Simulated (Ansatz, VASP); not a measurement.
Two plane-wave programs on Ba

Contents of INCAR:

```
SYSTEM = Ba
ALGO = Normal
EDIFF = 1E-7
ENCUT = 520
GGA = CA
ISIF = 2
ISMEAR = 0
LASPH = .True.
LCHARG = .True.
LELF = .True.
LREAL = .False.
LVHAR = .True.
LWAVE = .False.
NBANDS = 11
NELM = 80
PREC = Accurate
SIGMA = 0.1
```

File KPOINTS:

```
k-points
0
Gamma
  12 12 12
  0 0 0
```

The input POSCAR:

```
Ba
1.0
   -2.3272028316      2.3272028316      2.3272028316
    2.3272028316     -2.3272028316      2.3272028316
    2.3272028316      2.3272028316     -2.3272028316
Ba
1
Direct
    0.0000000000      0.0000000000      0.0000000000
```

Input for Ansatz:

```yaml
crystal:
  lattice:
    - [-2.3272028316, 2.3272028316, 2.3272028316]
    - [2.3272028316, -2.3272028316, 2.3272028316]
    - [2.3272028316, 2.3272028316, -2.3272028316]
  atoms:
    - { symbol: Ba, position: [0.0, 0.0, 0.0] }
basis:
  ecutwfc: 420
kpoints:
  mp_grid: { grid: [12, 12, 12] }
hamiltonian:
  xc: lda
  pseudopotentials: { kind: paw, azcp: { folder: soft_1 } }
scf:
  occupations: { method: gaussian, width: 0.1 }
output:
  forces: true
  stress: true
  eigenvalues: true
  write_density: true
  write_potential: true
  elf: true
  volumetric_format: npy
```

Alike in both runs: task single point; functional LDA; k mesh 12 × 12 × 12; occupations gaussian, width 0.1 eV; no spin polarisation.

|  | VASP | Ansatz |
| --- | --- | --- |
| version | VASP 6.6.1 | Ansatz 0.2.0 |
| potentials or method | VASP PAW LDA potentials, release 64 (Ba_sv), cutoff 520 eV | scalar-relativistic, plane waves, PAW |
| valence electrons in the cell | 10 | 10 |

```csv
,VASP,Ansatz,Ansatz less VASP
gap on the k mesh at the Fermi level (eV),none,none,-
pressure (GPa),0.8,0.7,-0.13
```

Ansatz warns that its potentials were made for another functional, while VASP's fit it. LDA's correlation is that of Perdew and Zunger in VASP and of Perdew and Wang (1992) in Ansatz. A gap of «none» marks a metal or a gap that the smearing closes.

Neither program's run includes spin-orbit coupling.
